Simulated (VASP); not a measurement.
# PIr2 in VASP: notebook, part 2 of 2

VASP 6.6.1.

### 3 Electric field gradients, LDA (equal xy, yz and zx shear strains of +2 %)

Input file INCAR:

```
PREC     = Accurate       # precision mode
ENCUT    = 520            # plane-wave cutoff, eV
EDIFF    = 1E-8           # SCF threshold, eV
ISMEAR   = -1             # smearing method
SIGMA    = 0.05           # smearing width, eV
LREAL    = F              # projectors in reciprocal space
LASPH    = T              # aspherical terms in the spheres
NELM     = 100            # most SCF steps
ALGO     = Normal         # electronic algorithm
ISIF     = 2              # what is computed and relaxed
LWAVE    = F              # write WAVECAR
LCHARG   = F              # write CHGCAR
GGA      = CA             # functional
LEFG     = T            
NBANDS   = 18             # bands
```

Input file KPOINTS:

```
Automatic mesh
0
Gamma
  11 11 11
```

Input file POSCAR:

```
PIr2
1.0
    0.0553500000      2.7951750000      2.7951750000
    2.7951750000      0.0553500000      2.7951750000
    2.7951750000      2.7951750000      0.0553500000
P Ir
1 2
Direct
    0.0000000000      0.0000000000      0.0000000000
    0.2500000000      0.2500000000      0.2500000000
    0.7500000000      0.7500000000      0.7500000000
```

Potentials or basis: VASP PAW LDA potentials, release 64 (P, Ir).

The run is started by

```console
> cat potpaw_LDA.64/P/POTCAR potpaw_LDA.64/Ir/POTCAR > POTCAR
> mpirun -np 1 vasp_std > vasp.out
```

OUTCAR:

```text
PREC = Accurate
   ENCUT = 520
   EDIFF = 1E-8
   ISMEAR = -1
   LREAL = F
   LASPH = T
   NELM = 100
   ISIF = 2
   GGA = CA

 ion  position               nearest neighbor table
   1  0.000  0.000  0.000-   3 2.38   3 2.38   3 2.38   2 2.38   2 2.38   2 2.38   3 2.44   2 2.44

   2  0.250  0.250  0.250-   1 2.38   1 2.38   1 2.38   1 2.44   3 2.77   3 2.77   3 2.77   3 2.77
                             3 2.77   3 2.77
   3  0.750  0.750  0.750-   1 2.38   1 2.38   1 2.38   1 2.44   2 2.77   2 2.77   2 2.77   2 2.77
                             2 2.77   2 2.77

  LATTYP: Found a trigonal (rhomboedric) cell.
 ALAT       =     3.9533618837
 COS(alpha) =     0.5197000882

  Lattice vectors:

 A1 = (   0.0553500000,   2.7951750000,   2.7951750000)
 A2 = (   2.7951750000,   0.0553500000,   2.7951750000)
 A3 = (   2.7951750000,   2.7951750000,   0.0553500000)

Analysis of symmetry for initial positions (statically):
=====================================================================
 Subroutine PRICEL returns:
 Original cell was already a primitive cell.

 Routine SETGRP: Setting up the symmetry group for a
 trigonal (rhombohedral) supercell.

 Subroutine GETGRP returns: Found 12 space group operations
 (whereof 12 operations were pure point group operations)
 out of a pool of 12 trial point group operations.

The static configuration has the point symmetry D_3d.

Analysis of symmetry for dynamics (positions and initial velocities):
=====================================================================
 Subroutine PRICEL returns:
 Original cell was already a primitive cell.

 Routine SETGRP: Setting up the symmetry group for a
 trigonal (rhombohedral) supercell.

 Subroutine GETGRP returns: Found 12 space group operations
 (whereof 12 operations were pure point group operations)
 out of a pool of 12 trial point group operations.

The dynamic configuration has the point symmetry D_3d.

 Subroutine INISYM returns: Found 12 space group operations
 (whereof 12 operations are pure point group operations),
 and found     1 'primitive' translations

----------------------------------------------------------------------------------------

                                     Primitive cell

  volume of cell :      42.3802

  direct lattice vectors                    reciprocal lattice vectors
     0.055350000  2.795175000  2.795175000    -0.184282558  0.180704256  0.180704256
     2.795175000  0.055350000  2.795175000     0.180704256 -0.184282558  0.180704256
     2.795175000  2.795175000  0.055350000     0.180704256  0.180704256 -0.184282558

  length of vectors
     3.953361884  3.953361884  3.953361884     0.315068434  0.315068434  0.315068434

  position of ions in fractional coordinates (direct lattice)
     0.000000000  0.000000000  0.000000000
     0.250000000  0.250000000  0.250000000
     0.750000000  0.750000000  0.750000000

  ion indices of the primitive-cell ions
   primitive index   ion index
                 1           1
                 2           2
                 3           3

[... 77 lines left out ...]
   ISIF   =      2    stress and relaxation
   ISYM   =      2    0-nonsym 1-usesym 2-fastsym
   POTIM  = 0.5000    time-step for ionic-motion
   TEBEG  =    0.0;   TEEND  =   0.0 temperature during run
   PSTRESS=    0.0 pullay stress
   NELECT =      23.0000    total number of electrons
   NUPDOWN=      -1.0000    fix difference up-down
   EMIN   =  10.00;   EMAX   =-10.00  energy-range for DOS
   EFERMI =   0.00;   METHOD = LEGACY
   ISMEAR =    -1;   SIGMA  =   0.05  broadening in eV -4-tet -1-fermi 0-gaus
   EFERMI_NEDOS =   21; number of points for ismear=-14 and -15
   IALGO  =     38    algorithm
   IMIX   =      4    mixing-type and parameters
     AMIX     =   0.40;   BMIX     =  1.00
     AMIX_MAG =   1.60;   BMIX_MAG =  1.00
  volume/ion in A,a.u.               =      14.13        95.33
  Fermi-wavevector in a.u.,A,eV,Ry     =   1.335354  2.523452 24.261492  1.783169
  Thomas-Fermi vector in A             =   2.464064
   LORBIT       =      0    0 simple, 1 ext, 2 COOP (PROOUT), +10 PAW based schemes
   GGA     = CA    functional components
   LHFCALC =     F    Hartree Fock is set to
   AEXX    =    0.0000 exact exchange contribution
   IVDW    =     0    specifies the selected vdW correction
   LEPSILON=     F    determine dielectric tensor
   LRPA    =     F    only Hartree local field effects (RPA)
 non-spin polarized calculation
  energy-cutoff  :      520.00
  volume of cell :       42.38
 maximum number of plane-waves:      1159
 NGX is ok and might be reduce to    30
   NGX = 15   NGY = 15   NGZ = 15

 number of electron      23.0000001 magnetization

 Free energy of the ion-electron system (eV)
  ---------------------------------------------------
  ext. energy  EPLUGINS =         0.00000000
  ---------------------------------------------------
  free energy    TOTEN  =       -28.02931895 eV

  energy without entropy =      -28.02368320  energy(sigma->0) =      -28.02650107

 E-fermi :   9.9265     XC(G=0): -13.1304

 val. band max:        9.9162579602   @ k =  -0.2727   0.2727   0.0000
 cond. band min:       9.9287535887   @ k =   0.3636   0.2727   0.0909
 fundamental gap:      0.0124956285
 Fermi energy:         9.9264870619

 k-point     1 :       0.0000    0.0000    0.0000
  band No.  band energies     occupation
      1      -4.5914      2.00000
      2       2.2476      2.00000
      3       2.2860      2.00000
      4       2.2860      2.00000
      5       3.8939      2.00000
      6       3.8939      2.00000
[... 481 lines left out ...]
      5       4.5843      2.00000
      6       5.0271      2.00000
[... 10 lines left out ...]
     17      16.7785      0.00000
     18      18.9462      0.00000

 [... further k-points ...]
[... 5 lines left out ...]
  --------------------------------------------------------------------------------------
  -------------------------------------------------------------------------------------
  Total       -0.7092594     -0.7092594     -0.7092594     -0.2491372     -0.2491372     -0.2491372
  in kB      -26.8134228    -26.8134228    -26.8134228     -9.4185865     -9.4185865     -9.4185865
  external PRESSURE =     -26.8134228 kB  Pullay stress =       0.0000000 kB

 VOLUME and BASIS-vectors are now :
 -----------------------------------------------------------------------------
  energy-cutoff  :      520.00
  volume of cell :       42.38
      direct lattice vectors                 reciprocal lattice vectors
     0.055350000  2.795175000  2.795175000    -0.184282558  0.180704256  0.180704256
     2.795175000  0.055350000  2.795175000     0.180704256 -0.184282558  0.180704256
     2.795175000  2.795175000  0.055350000     0.180704256  0.180704256 -0.184282558

 POSITION                                       TOTAL-FORCE (eV/Angst)
 -----------------------------------------------------------------------------------
      0.00000      0.00000      0.00000        -0.000000      0.000000     -0.000000
      1.41142      1.41142      1.41142        -0.045922     -0.045922     -0.045922
      4.23428      4.23428      4.23427         0.045922      0.045922      0.045922
 -----------------------------------------------------------------------------------
    total drift:                               -0.000000      0.000000      0.000000

  FREE ENERGIE OF THE ION-ELECTRON SYSTEM (eV)
  ---------------------------------------------------
  free  energy   TOTEN  =       -28.0293189486 eV

  energy  without entropy=      -28.0236831958  energy(sigma->0) =      -28.02650107

 Electric field gradients (V/A^2)
---------------------------------------------------------------------
 ion       V_xx      V_yy      V_zz      V_xy      V_xz      V_yz
---------------------------------------------------------------------
   1       0.000     0.000    -0.000     6.091     6.091     6.091
   2      -0.000    -0.000     0.000    -0.806    -0.806    -0.806
   3      -0.000    -0.000     0.000    -0.806    -0.806    -0.806
---------------------------------------------------------------------

 Electric field gradients after diagonalization (V/A^2)
 (convention: |V_zz| > |V_xx| > |V_yy|)
----------------------------------------------------------------------
 ion       V_xx      V_yy      V_zz     asymmetry (V_yy - V_xx)/ V_zz
----------------------------------------------------------------------
   1      -6.091    -6.091    12.182       0.000
   2       0.806     0.806    -1.613       0.000
   3       0.806     0.806    -1.613       0.000
----------------------------------------------------------------------

           NMR quadrupolar parameters

 Cq : quadrupolar parameter    Cq=e*Q*V_zz/h
 eta: asymmetry parameters     (V_yy - V_xx)/ V_zz
 Q  : nuclear electric quadrupole moment in mb (millibarn)
----------------------------------------------------------------------
 ion       Cq(MHz)       eta       Q (mb)
----------------------------------------------------------------------
   1       0.029       0.000       1.000
   2      -0.004       0.000       1.000
   3      -0.004       0.000       1.000
----------------------------------------------------------------------
```

Wall time 48 s (1 thread of Intel Xeon 6975P-C (Granite Rapids), shared host); peak memory 0.23 GiB.

What came out:

* Free energy: -28.0293 eV
* Pressure: -2.7 GPa
* Largest force: 0.080 eV/Å

Forces on the atoms (eV/Å):
```
P    0.000  0.000  0.000
Ir  -0.046 -0.046 -0.046
Ir   0.046  0.046  0.046
```

Stress tensor (GPa, compression positive):
```
-2.68 -0.94 -0.94
-0.94 -2.68 -0.94
-0.94 -0.94 -2.68
```

Levels at points of the mesh, in eV from the Fermi level:
```csv
k point,band 8,band 9,band 10,band 11,band 12,band 13,band 14,band 15,band 16,band 17
"(0.00, 0.00, 0.00)",-0.68,-0.51,0.39,1.54,1.54,4.25,4.42,4.42,4.57,5.19
```

Electric field gradients, principal values (V/Å²):
```tsv
atom	least	middle	greatest (by size)
1 P	-6.091	-6.091	12.182
2 Ir	0.806	0.806	-1.613
3 Ir	0.806	0.806	-1.613
```

Caveat: the cell differs from its parent crystal (equal xy, yz and zx shear strains of +2 %); without QUAD_EFG the Cq values of the log hold for a quadrupole moment of 1 mb, not for the nuclei; spin-orbit coupling is left out, which moves the levels of the heavy elements.
